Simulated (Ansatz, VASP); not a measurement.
## Li3H8: VASP beside Ansatz

```
Li H
1.0
     5.84037    0.00000    0.00000
    -2.92019    5.05791    0.00000
     0.00000    0.00000    5.45123
Li H
3 8
Direct
  0.47320 0.52680 0.84351
  0.47320 0.94641 0.84351
  0.05359 0.52680 0.84351
  0.76422 0.65805 0.34246
  0.34195 0.10617 0.34246
  0.89383 0.23578 0.34246
  0.34195 0.23578 0.34246
  0.89383 0.65805 0.34246
  0.76422 0.10617 0.34246
  0.33333 0.66667 0.06019
  0.33333 0.66667 0.62693
```

Alike in both runs: functional PBE; k mesh 6 × 6 × 6; occupations gaussian, width 0.1 eV; no spin polarisation.

Ansatz relaxed the structure, and its values are those at the end. VASP's run is a single point on that final structure, the one shown.

|  | VASP | Ansatz |
| --- | --- | --- |
| version | VASP 6.6.1 | Ansatz 0.2.0 |
| potentials or method | VASP PAW PBE potentials, release 64 (Li_sv, H), cutoff 520 eV | scalar-relativistic, plane waves, PAW |
| valence electrons in the cell | 17 | 17 |

|  | VASP | Ansatz | Ansatz less VASP |
| --- | --- | --- | --- |
| gap on the k mesh at the Fermi level (eV) | none | none | - |
| rms of the force components (eV/Å) | 0.005 | 0.002 | -0.0026 |

A gap of «none» marks a metal or a gap that the smearing closes.

Noted on VASP's run: the cutoff is under 1.25 times that of the potentials, so the pressure is a little rough.
